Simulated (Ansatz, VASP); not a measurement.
**One calculation of Hf2TaN4, two programs**

```
CELL_PARAMETERS angstrom
5.13743 -1.58247 -0.02317
5.13743 1.58247 -0.02317
-1.52724 0.00000 5.41921
ATOMIC_POSITIONS crystal
Hf 0.22089 0.22089 0.22693
Hf 0.77911 0.77911 0.77307
Ta 0.00000 0.00000 0.50000
N 0.14387 0.14387 0.83830
N 0.61947 0.61947 0.38801
N 0.85613 0.85613 0.16170
N 0.38053 0.38053 0.61199
```

Alike in both runs: functional PBE; k mesh 10 × 10 × 6; occupations gaussian, width 0.1 eV; no spin polarisation.

Ansatz relaxed the structure, and its values are those at the end. VASP's run is a single point on that final structure, the one shown.

|  | VASP | Ansatz |
| --- | --- | --- |
| version | VASP 6.6.1 | Ansatz 0.2.0 |
| potentials or method | VASP PAW PBE potentials, release 64 (Hf_pv, Ta_pv, N), cutoff 520 eV | scalar-relativistic, plane waves, PAW |
| valence electrons in the cell | 51 | 85 |

```tsv
	VASP	Ansatz	Ansatz less VASP
gap on the k mesh at the Fermi level (eV)	none	none	-
pressure (GPa)	-1.2	0.0	+1.18
rms of the force components (eV/Å)	0.065	0.000	-0.0652
```

A gap of «none» marks a metal or a gap that the smearing closes. VASP's potentials hold 51 valence electrons a cell and Ansatz's 85, so a difference there can come from the potentials and not from the codes.

Spin-orbit coupling is off throughout.
